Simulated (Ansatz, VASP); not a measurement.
## Two plane-wave programs on Cd

The input INCAR:

```
SYSTEM = Cd
ALGO     = Normal         ! electronic algorithm
EDIFF    = 1E-6           ! SCF threshold, eV
ENCUT    = 520            ! plane-wave cutoff, eV
ISIF     = 2              ! what is computed and relaxed
ISMEAR   = -1             ! smearing method
LASPH    = .True.         ! aspherical terms in the spheres
LCHARG   = .False.        ! write CHGCAR
LREAL    = .False.        ! projectors in reciprocal space
LWAVE    = .False.        ! write WAVECAR
NBANDS   = 32             ! bands
NELM     = 80             ! most SCF steps
PREC     = Accurate       ! precision mode
SIGMA    = 0.1            ! smearing width, eV
```

Contents of KPOINTS:

```
k-points
0
Gamma
  13 13 4
  0 0 0
```

The input POSCAR:

```
Cd
1.0
    3.1476321559      0.0000000000      0.0000000000
   -1.5738160779      2.7259294088      0.0000000000
    0.0000000000      0.0000000000     10.0021154033
Cd
4
Direct
    1.0000000000      0.0000000000      1.0000000000
    1.0000000000      1.0000000000      0.5000000000
    0.3333333333      0.6666666667      0.2500000000
    0.6666666667      0.3333333333      0.7500000000
```

Input for Ansatz:

```yaml
crystal:
  lattice:
    - [3.1476321559, 0.0, 0.0]
    - [-1.5738160779, 2.7259294088, 0.0]
    - [0.0, 0.0, 10.0021154033]
  atoms:
    - { symbol: Cd, position: [1.0, 0.0, 1.0] }
    - { symbol: Cd, position: [1.0, 1.0, 0.5] }
    - { symbol: Cd, position: [0.3333333333, 0.6666666667, 0.25] }
    - { symbol: Cd, position: [0.6666666667, 0.3333333333, 0.75] }
hamiltonian:
  xc: lda
  pseudopotentials:
    kind: paw
    azcp:
      Cd: "pseudopotentials/Cd.paw.azcp"
basis:
  ecutwfc: 420
  fft_grid_basis: typed
kpoints:
  mp_grid: { grid: [13, 13, 4], shift: [0, 0, 0] }
magnetization:
  spin_polarized: false
scf:
  occupations: { method: fermi_dirac, width: 0.1 }
  lower_state_search: "off"
output:
  stress: true
```

Alike in both runs: task single point; functional LDA; k mesh 13 × 13 × 4; occupations fermi-dirac, width 0.1 eV; no spin polarisation.

|  | VASP | Ansatz |
| --- | --- | --- |
| version | VASP 6.6.1 | Ansatz 0.2.0 |
| potentials or method | VASP PAW LDA potentials, release 64 (Cd), cutoff 520 eV | plane waves (420 eV) with PAW, scalar-relativistic |
| valence electrons in the cell | 48 | 80 |

Ansatz gave:

* pressure (GPa): -4.1

Problem. Which values does VASP return?

Solution. Pressure (GPa): -3.7.

Ansatz warns that its potentials were made for another functional, while VASP's fit it. LDA's correlation is that of Perdew and Zunger in VASP and of Perdew and Wang (1992) in Ansatz. VASP's potentials hold 48 valence electrons a cell and Ansatz's 80, so a difference there can come from the potentials and not from the codes.
